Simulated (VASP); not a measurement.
# Be3NbAs (Pm-3m) in VASP: a series of runs

The runs below take Be3NbAs through single point, relaxation of cell and atoms, with PBE.

All numbers are computed with VASP 6.6.1; they aren't measurements. Logs are shortened: lines on timing, memory, paths and dates and some standing lists are left out, and cuts for length are marked.

## 1. The cell of the first run

The structure is cubic, space group Pm-3m (No. 221). The conventional cell has a = 4.158 Å, b = 4.158 Å, c = 4.158 Å, α = 90.00°, β = 90.00°, γ = 90.00°. Be (site symmetry 4/mmm) has 2 As at 2.08 Å within 2.8 Å. Nb (site symmetry m-3m) has 12 Be at 2.94 Å and 8 As at 3.60 Å within 3.9 Å. Within 2.8 Å of As (site symmetry m-3m) lie 6 Be at 2.08 Å.

## 2. Single point, PBE

Contents of INCAR:

```
  ALGO = Normal
  EDIFF = 1E-6
  ENCUT = 520
  GGA = PE
  ISIF = 2
  ISMEAR = 0
  LASPH = True
  LCHARG = True
  LELF = True
  LREAL = False
  LVHAR = True
  LWAVE = False
  NBANDS = 20
  NELM = 100
  PREC = Accurate
  SIGMA = 0.1
```

Contents of KPOINTS:

```
k-points
0
Gamma
  4 4 4
```

Contents of POSCAR:

```
Be3NbAs
1.0
    4.1584033868      0.0000000000      0.0000000000
    0.0000000000      4.1584033868      0.0000000000
    0.0000000000      0.0000000000      4.1584033868
Be Nb As
3 1 1
Direct
    0.0000000000      0.5000000000      0.5000000000
    0.5000000000      0.0000000000      0.5000000000
    0.5000000000      0.5000000000      0.0000000000
    0.0000000000      0.0000000000      0.0000000000
    0.5000000000      0.5000000000      0.5000000000
```

Potentials or basis: VASP PAW PBE potentials, release 64 (Be, Nb_sv, As).

On the command line:

```console
$ cat potpaw_PBE.64/Be/POTCAR potpaw_PBE.64/Nb_sv/POTCAR potpaw_PBE.64/As/POTCAR > POTCAR
$ mpirun -np 1 vasp_std > vasp.out
```

OUTCAR:

```text
EDIFF = 1E-6
   ENCUT = 520
   GGA = PE
   ISIF = 2
   ISMEAR = 0
   LASPH = True
   LREAL = False
   NELM = 100
   PREC = Accurate

 ion  position               nearest neighbor table
   1  0.000  0.500  0.500-   5 2.08   5 2.08
   2  0.500  0.000  0.500-   5 2.08   5 2.08
   3  0.500  0.500  0.000-   5 2.08   5 2.08
   4  0.000  0.000  0.000-
   5  0.500  0.500  0.500-   1 2.08   2 2.08   3 2.08   3 2.08   2 2.08   1 2.08

  LATTYP: Found a simple cubic cell.
 ALAT       =     4.1584033868

  Lattice vectors:

 A1 = (   4.1584033868,   0.0000000000,   0.0000000000)
 A2 = (   0.0000000000,   4.1584033868,   0.0000000000)
 A3 = (   0.0000000000,   0.0000000000,   4.1584033868)

Analysis of symmetry for initial positions (statically):
=====================================================================
 Subroutine PRICEL returns:
 Original cell was already a primitive cell.

 Routine SETGRP: Setting up the symmetry group for a
 simple cubic supercell.

 Subroutine GETGRP returns: Found 48 space group operations
 (whereof 48 operations were pure point group operations)
 out of a pool of 48 trial point group operations.

The static configuration has the point symmetry O_h .

Analysis of symmetry for dynamics (positions and initial velocities):
=====================================================================
 Subroutine PRICEL returns:
 Original cell was already a primitive cell.

 Routine SETGRP: Setting up the symmetry group for a
 simple cubic supercell.

 Subroutine GETGRP returns: Found 48 space group operations
 (whereof 48 operations were pure point group operations)
 out of a pool of 48 trial point group operations.

The dynamic configuration has the point symmetry O_h .

 Subroutine INISYM returns: Found 48 space group operations
 (whereof 48 operations are pure point group operations),
 and found     1 'primitive' translations

----------------------------------------------------------------------------------------

                                     Primitive cell

  volume of cell :      71.9084

[... 73 lines left out ...]
   ISPIN  =      1    spin polarized calculation?
   LNONCOLLINEAR =      F non collinear calculations
   LSORBIT =      F    spin-orbit coupling
   LASPH  =      T    aspherical Exc in radial PAW
   ENCUT  =  520.0 eV  38.22 Ry    6.18 a.u.   7.73  7.73  7.73*2*pi/ulx,y,z
   NELM   =    100;   NELMIN=  2; NELMDL= -5     # of ELM steps
   EDIFF  = 0.1E-05   stopping-criterion for ELM
   LREAL  =      F    real-space projection
   EDIFFG = 0.1E-04   stopping-criterion for IOM
   NSW    =      0    number of steps for IOM
   IBRION =     -1    ionic relax: 0-MD 1-quasi-New 2-CG
   NFREE  =      0    steps in history (QN), initial steepest desc. (CG)
   ISIF   =      2    stress and relaxation
   ISYM   =      2    0-nonsym 1-usesym 2-fastsym
   POTIM  = 0.5000    time-step for ionic-motion
   TEBEG  =    0.0;   TEEND  =   0.0 temperature during run
   PSTRESS=    0.0 pullay stress
   NELECT =      24.0000    total number of electrons
   NUPDOWN=      -1.0000    fix difference up-down
   EMIN   =  10.00;   EMAX   =-10.00  energy-range for DOS
   EFERMI =   0.00;   METHOD = LEGACY
   ISMEAR =     0;   SIGMA  =   0.10  broadening in eV -4-tet -1-fermi 0-gaus
   EFERMI_NEDOS =   21; number of points for ismear=-14 and -15
   IALGO  =     38    algorithm
   IMIX   =      4    mixing-type and parameters
     AMIX     =   0.40;   BMIX     =  1.00
     AMIX_MAG =   1.60;   BMIX_MAG =  1.00
  volume/ion in A,a.u.               =      14.38        97.05
  Fermi-wavevector in a.u.,A,eV,Ry     =   1.135582  2.145939 17.545355  1.289547
  Thomas-Fermi vector in A             =   2.272287
   LORBIT       =      0    0 simple, 1 ext, 2 COOP (PROOUT), +10 PAW based schemes
   GGA     = PE    functional components
   LHFCALC =     F    Hartree Fock is set to
   AEXX    =    0.0000 exact exchange contribution
   IVDW    =     0    specifies the selected vdW correction
   LEPSILON=     F    determine dielectric tensor
   LRPA    =     F    only Hartree local field effects (RPA)
 non-spin polarized calculation
 Gauss-broadening in eV      SIGMA  =   0.10
  energy-cutoff  :      520.00
  volume of cell :       71.91
 maximum number of plane-waves:      1956
 NGX is ok and might be reduce to    32
   NGX = 15   NGY = 15   NGZ = 15

 number of electron      23.9999999 magnetization

 Free energy of the ion-electron system (eV)
  ---------------------------------------------------
  ext. energy  EPLUGINS =         0.00000000
  ---------------------------------------------------
  free energy    TOTEN  =       -21.07530863 eV

  energy without entropy =      -21.04667121  energy(sigma->0) =      -21.06098992

 E-fermi :   7.0394     XC(G=0): -10.4553

 val. band max:        6.9694431926   @ k =   0.2500   0.0000   0.0000
 cond. band min:       7.0428529945   @ k =   0.5000   0.5000   0.2500
 fundamental gap:      0.0734098019
 Fermi energy:         7.0393511604

 k-point     1 :       0.0000    0.0000    0.0000
  band No.  band energies     occupation
      1     -48.4259      2.00000
      2     -24.4406      2.00000
      3     -24.4406      2.00000
      4     -24.4406      2.00000
      5      -6.8584      2.00000
      6       1.3171      2.00000
[... 219 lines left out ...]
     19      11.5055      0.00000
     20      14.4955      0.00000

------------------------ aborting loop because EDIFF is reached ----------------------------------------

  FORCE on cell =-STRESS in cart. coord.  units (eV):
  Direction    XX          YY          ZZ          XY          YZ          ZX
  --------------------------------------------------------------------------------------
  -------------------------------------------------------------------------------------
  Total        0.1438032      0.1438032      0.1438032      0.0000000      0.0000000     -0.0000000
  in kB        3.2040492      3.2040492      3.2040492      0.0000000      0.0000000     -0.0000000
  external PRESSURE =       3.2040492 kB  Pullay stress =       0.0000000 kB

 VOLUME and BASIS-vectors are now :
 -----------------------------------------------------------------------------
  energy-cutoff  :      520.00
  volume of cell :       71.91
      direct lattice vectors                 reciprocal lattice vectors
     4.158403387  0.000000000  0.000000000     0.240476911  0.000000000  0.000000000
     0.000000000  4.158403387  0.000000000     0.000000000  0.240476911  0.000000000
     0.000000000  0.000000000  4.158403387     0.000000000  0.000000000  0.240476911

 POSITION                                       TOTAL-FORCE (eV/Angst)
 -----------------------------------------------------------------------------------
      0.00000      2.07920      2.07920         0.000000      0.000000      0.000000
      2.07920      0.00000      2.07920         0.000000      0.000000      0.000000
      2.07920      2.07920      0.00000         0.000000      0.000000      0.000000
      0.00000      0.00000      0.00000         0.000000      0.000000      0.000000
      2.07920      2.07920      2.07920         0.000000      0.000000      0.000000
 -----------------------------------------------------------------------------------
    total drift:                                0.000000      0.000000      0.000000

  FREE ENERGIE OF THE ION-ELECTRON SYSTEM (eV)
  ---------------------------------------------------
  free  energy   TOTEN  =       -21.0753086286 eV

  energy  without entropy=      -21.0466712134  energy(sigma->0) =      -21.06098992
```

OSZICAR:

```text
N       E                     dE             d eps       ncg     rms          rms(c)
DAV:   1     0.146607124948E+03    0.14661E+03   -0.11278E+04   400   0.110E+03
DAV:   2    -0.143728851778E+02   -0.16098E+03   -0.15604E+03   528   0.323E+02
DAV:   3    -0.229958804427E+02   -0.86230E+01   -0.84529E+01   676   0.619E+01
DAV:   4    -0.233182296890E+02   -0.32235E+00   -0.32086E+00   588   0.106E+01
DAV:   5    -0.233349658210E+02   -0.16736E-01   -0.16729E-01   620   0.223E+00    0.868E+00
DAV:   6    -0.217609576838E+02    0.15740E+01   -0.21029E+01   568   0.200E+01    0.529E+00
DAV:   7    -0.210909620890E+02    0.67000E+00   -0.67324E+00   580   0.130E+01    0.226E+00
DAV:   8    -0.210766840002E+02    0.14278E-01   -0.22399E-01   576   0.288E+00    0.752E-01
DAV:   9    -0.210753371548E+02    0.13468E-02   -0.14297E-02   548   0.892E-01    0.137E-01
DAV:  10    -0.210752860324E+02    0.51122E-04   -0.23476E-03   588   0.272E-01    0.682E-02
DAV:  11    -0.210753155789E+02   -0.29547E-04   -0.12703E-04   528   0.919E-02    0.171E-02
DAV:  12    -0.210753083843E+02    0.71946E-05   -0.38964E-05   628   0.385E-02    0.708E-03
DAV:  13    -0.210753086286E+02   -0.24429E-06   -0.32099E-06   444   0.125E-02
   1 F= -.21075309E+02 E0= -.21060990E+02  d E =-.286374E-01
```

Wall time 8.7 s (1 thread of Intel Xeon Platinum 8488C (Sapphire Rapids), shared host); peak memory 0.18 GiB.

Results:

* Free energy: -21.0753 eV
* Pressure: 0.3 GPa
* Band gap on the k mesh: zero (bands 12 and 13 overlap by 1.29 eV)

Caveat: the k points lie up to 0.38 Å⁻¹ apart, too coarse for converged energies and pressures of a metal.

## 3. Single point, PBE

This run uses another cell than the first one, of 11.26 Å³/atom.

Contents of INCAR:

```
PREC = Accurate
ENCUT = 520
EDIFF = 1E-6
ISMEAR = 0
SIGMA = 0.1
LREAL = False
LASPH = True
NELM = 60
ALGO = Normal
ISIF = 2
LWAVE = False
LCHARG = True
GGA = PE
LELF = True
LVHAR = True
NBANDS = 20
```

Contents of KPOINTS:

```
regular mesh
0
Gamma
  6 6 6
```

Edit POSCAR of step 2 so:

```diff
@@ -2,5 +2,5 @@
 1.0
-    4.1584033868      0.0000000000      0.0000000000
-    0.0000000000      4.1584033868      0.0000000000
-    0.0000000000      0.0000000000      4.1584033868
+    3.8330592649      0.0000000000      0.0000000000
+    0.0000000000      3.8330592649      0.0000000000
+    0.0000000000      0.0000000000      3.8330592649
 Be Nb As
```

Potentials or basis: VASP PAW PBE potentials, release 64 (Be, Nb_sv, As).

On the command line:

```console
$ cat potpaw_PBE.64/Be/POTCAR potpaw_PBE.64/Nb_sv/POTCAR potpaw_PBE.64/As/POTCAR > POTCAR
$ mpirun -np 1 vasp_std > vasp.out
```

Run time: 16 s. Hardware: 1 thread of Intel Xeon Platinum 8488C (Sapphire Rapids), shared host; peak memory 0.18 GiB.

The run converged. Its results:

```yaml
Free_energy: -19.7339 eV
Pressure: 35.4 GPa
Band_gap_on_the_k_mesh: zero (bands 12 and 13 overlap by 2.07 eV)
```

Levels at points of the mesh, in eV from the Fermi level:
| k point | band 9 | band 10 | band 11 | band 12 | band 13 | band 14 | band 15 | band 16 |
| --- | --- | --- | --- | --- | --- | --- | --- | --- |
| (0.00, 0.00, 0.00) | -3.15 | -3.15 | -2.47 | 0.18 | 0.18 | 0.18 | 3.99 | 3.99 |
| (0.50, 0.00, 0.00) | -2.79 | -0.57 | 0.31 | 0.31 | 0.48 | 0.59 | 0.59 | 0.86 |
| (0.50, 0.50, 0.00) | -5.28 | -2.20 | -2.20 | -1.50 | 1.26 | 1.47 | 2.61 | 2.61 |
| (0.50, 0.50, 0.50) | -3.36 | -3.36 | -3.36 | 1.56 | 1.56 | 1.90 | 1.90 | 1.90 |

Caveat: the cell stands under pressure.

## 4. Relaxation of cell and atoms, PBE

This run uses another cell than the first one, of 11.26 Å³/atom.

Contents of INCAR:

```
PREC = Accurate ; ENCUT = 600
EDIFF = 1E-6 ; ISMEAR = 0
SIGMA = 0.1 ; LREAL = False
LASPH = True ; NELM = 60
ALGO = Normal ; ISIF = 3
LWAVE = False ; LCHARG = False
GGA = PE ; IBRION = 2
NSW = 90 ; EDIFFG = -0.04
```

Contents of KPOINTS:

```
Automatic mesh
0
Gamma
  4 4 4
```

POSCAR is that of step 3.

On the command line:

```console
$ cat potpaw_PBE.64/Be/POTCAR potpaw_PBE.64/Nb_sv/POTCAR potpaw_PBE.64/As/POTCAR > POTCAR
$ mpirun -np 1 vasp_std > vasp.out
```

Wall time 23 s (1 thread of Intel Xeon Platinum 8488C (Sapphire Rapids), shared host); peak memory 0.19 GiB.

It converged, with:

| Item | Value |
| --- | --- |
| Free energy | -21.0725 eV |
| Relaxed volume | 14.39 Å³/atom |
| Relaxed cell | a = 4.159 Å, b = 4.159 Å, c = 4.159 Å, α = 90.00°, β = 90.00°, γ = 90.00° |
| Space group after relaxing (to 0.1 Å) | Pm-3m (No. 221) |
| Energy gained by relaxing | 285.3 meV/atom |
| Ionic steps | 3 |
| Pressure after relaxing | 0.3 GPa |
| Band gap on the k mesh | zero (bands 12 and 13 overlap by 1.29 eV) |

The path:
| step | energy change (eV) | largest force (eV/Å) | pressure (GPa) | volume (Å³) |
| --- | --- | --- | --- | --- |
| 1 | 0.0000 | 0.0000 | 35.01 | 56.32 |
| 2 | -1.2744 | 0.0000 | -6.76 | 78.85 |
| 3 | -1.4267 | 0.0000 | 0.27 | 71.94 |

Final structure:
```xyz
5
Lattice="4.1589 0.0000 0.0000 0.0000 4.1589 0.0000 0.0000 0.0000 4.1589" Properties=species:S:1:pos:R:3 pbc="T T T"
Be    0.0000    2.0795    2.0795
Be    2.0795    0.0000    2.0795
Be    2.0795    2.0795    0.0000
Nb    0.0000    0.0000    0.0000
As    2.0795    2.0795    2.0795
```

Levels at points of the mesh, in eV from the Fermi level:
| k point | band 9 | band 10 | band 11 | band 12 | band 13 | band 14 |
| --- | --- | --- | --- | --- | --- | --- |
| (0.00, 0.00, 0.00) | -3.04 | -2.52 | -2.52 | 0.17 | 0.17 | 0.17 |
| (0.50, 0.00, 0.00) | -1.97 | -1.13 | 0.14 | 0.14 | 0.36 | 0.58 |
| (0.50, 0.50, 0.00) | -4.23 | -1.56 | -1.56 | -1.54 | 0.89 | 1.00 |
| (0.50, 0.50, 0.50) | -2.69 | -2.69 | -2.69 | 1.09 | 1.09 | 1.18 |

Caveat: the k points lie up to 0.38 Å⁻¹ apart in the final cell, too coarse for converged energies and pressures of a metal; the volume moved by over 15 % at a fixed basis, so the end points are rough.

## 5. Single point, PBE

Contents of INCAR:

```
PREC = Accurate
ENCUT = 520
EDIFF = 1E-6
ISMEAR = 0
SIGMA = 0.1
LREAL = F
LASPH = T
NELM = 80
ALGO = Normal
ISIF = 2
LWAVE = F
LCHARG = F
GGA = PE
NBANDS = 20
```

Contents of KPOINTS:

```
Automatic mesh
0
Gamma
  10 10 10
```

Edit POSCAR of step 4 so:

```diff
@@ -2,5 +2,5 @@
 1.0
-    3.8330592649      0.0000000000      0.0000000000
-    0.0000000000      3.8330592649      0.0000000000
-    0.0000000000      0.0000000000      3.8330592649
+    4.1564241469      0.0000000000      0.0000000000
+    0.0000000000      4.1564241469      0.0000000000
+    0.0000000000      0.0000000000      4.1564241469
 Be Nb As
```

On the command line:

```console
$ cat potpaw_PBE.64/Be/POTCAR potpaw_PBE.64/Nb_sv/POTCAR potpaw_PBE.64/As/POTCAR > POTCAR
$ mpirun -np 1 vasp_std > vasp.out
```

It took 36 s on 1 thread of Intel Xeon Platinum 8488C (Sapphire Rapids), shared host; peak memory 0.23 GiB.

Results (log left out):

- Free energy: -21.1294 eV
- Pressure: 0.3 GPa
- Band gap on the k mesh: zero (bands 12 and 13 overlap by 1.38 eV)

Levels at points of the mesh, in eV from the Fermi level:
```
           k point  band 9  band 10  band 11  band 12  band 13  band 14  band 15  band 16
(0.00, 0.00, 0.00)   -2.97    -2.46    -2.46     0.20     0.20     0.20     3.42     3.42
(0.50, 0.00, 0.00)   -1.93    -1.04     0.19     0.19     0.39     0.63     0.80     0.82
(0.50, 0.50, 0.00)   -4.17    -1.51    -1.51    -1.48     0.93     1.05     2.21     2.21
(0.50, 0.50, 0.50)   -2.62    -2.62    -2.62     1.12     1.12     1.23     1.23     1.23
```

## 6. Relaxation of cell and atoms, PBE

Contents of INCAR:

```
SYSTEM = Be3NbAs
PREC = Accurate
ENCUT = 600
EDIFF = 1E-6
ISMEAR = 0
SIGMA = 0.1
LREAL = .FALSE.
LASPH = .TRUE.
NELM = 60
ALGO = Normal
ISIF = 3
LWAVE = .FALSE.
LCHARG = .FALSE.
GGA = PE
IBRION = 2
NSW = 100
EDIFFG = -0.01
```

Contents of KPOINTS:

```
Automatic mesh
0
G
  10 10 10
  0 0 0
```

Edit POSCAR of step 5 so:

```diff
@@ -2,5 +2,5 @@
 1.0
-    4.1564241469      0.0000000000      0.0000000000
-    0.0000000000      4.1564241469      0.0000000000
-    0.0000000000      0.0000000000      4.1564241469
+    4.1584033868      0.0000000000      0.0000000000
+    0.0000000000      4.1584033868      0.0000000000
+    0.0000000000      0.0000000000      4.1584033868
 Be Nb As
```

Potentials or basis: VASP PAW PBE potentials, release 64 (Be, Nb_sv, As).

On the command line:

```console
$ cat potpaw_PBE.64/Be/POTCAR potpaw_PBE.64/Nb_sv/POTCAR potpaw_PBE.64/As/POTCAR > POTCAR
$ mpirun -np 1 vasp_std > vasp.out
```

It took 69 s on 1 thread of Intel Xeon Platinum 8488C (Sapphire Rapids), shared host; peak memory 0.28 GiB.

It converged, with:

```yaml
Free_energy: -21.1293 eV
Relaxed_volume: 14.41 Å³/atom
Relaxed_cell: a = 4.161 Å, b = 4.161 Å, c = 4.161 Å, α = 90.00°, β = 90.00°, γ = 90.00°
Space_group_after_relaxing_to_0.1_Å: Pm-3m (No. 221)
Energy_gained_by_relaxing: 0.0 meV/atom
Ionic_steps: 2
Pressure_after_relaxing: 0.0 GPa
Band_gap_on_the_k_mesh: zero (bands 12 and 13 overlap by 1.37 eV)
```

Final structure:
```cif
data_structure
_symmetry_space_group_name_H-M 'P 1'
_symmetry_Int_Tables_number 1
_cell_length_a 4.1607
_cell_length_b 4.1607
_cell_length_c 4.1607
_cell_angle_alpha 90.000
_cell_angle_beta 90.000
_cell_angle_gamma 90.000
_cell_volume 72.03
loop_
_atom_site_label
_atom_site_type_symbol
_atom_site_fract_x
_atom_site_fract_y
_atom_site_fract_z
_atom_site_occupancy
Be1 Be 0.00000 0.50000 0.50000 1
Be2 Be 0.50000 0.00000 0.50000 1
Be3 Be 0.50000 0.50000 0.00000 1
Nb1 Nb 0.00000 0.00000 0.00000 1
As1 As 0.50000 0.50000 0.50000 1
```

Levels at points of the mesh, in eV from the Fermi level:
```
           k point  band 9  band 10  band 11  band 12  band 13  band 14  band 15  band 16
(0.00, 0.00, 0.00)   -2.97    -2.46    -2.46     0.20     0.20     0.20     3.41     3.41
(0.50, 0.00, 0.00)   -1.92    -1.05     0.19     0.19     0.39     0.62     0.79     0.83
(0.50, 0.50, 0.00)   -4.16    -1.50    -1.50    -1.48     0.93     1.04     2.21     2.21
(0.50, 0.50, 0.50)   -2.61    -2.61    -2.61     1.12     1.12     1.22     1.22     1.22
```

## 7. Overview

```tsv
task	cell	k mesh	cutoff (eV)	gap on the mesh (eV)	pressure (GPa)	relaxed volume (Å³/atom)
single point	a = 4.158 Å, 5 atoms	4 × 4 × 4	520	none	0.3	-
single point	a = 3.833 Å, 5 atoms	6 × 6 × 6	520	none	35.4	-
relaxation of cell and atoms	relaxed from a = 3.833 Å, 5 atoms	4 × 4 × 4	600	none	0.3	14.39
single point	a = 4.156 Å, 5 atoms	10 × 10 × 10	520	none	0.3	-
relaxation of cell and atoms	relaxed from a = 4.158 Å, 5 atoms	10 × 10 × 10	600	none	0.0	14.41
```

Alike in all rows: level PBE; potentials or basis VASP PAW PBE potentials, release 64 (Be, Nb_sv, As); no spin polarisation; smearing gaussian 0.1 eV.

Caveats: some runs use coarse meshes; the cell stands under pressure (at least some runs); the volume moved by over 15 % at a fixed basis, so the end points are rough (at least some runs).

Total energies depend on the potentials used, so only differences within one code and one set of settings carry meaning.

The gap in the log of VASP goes by the Fermi energy; the results here count the filled bands.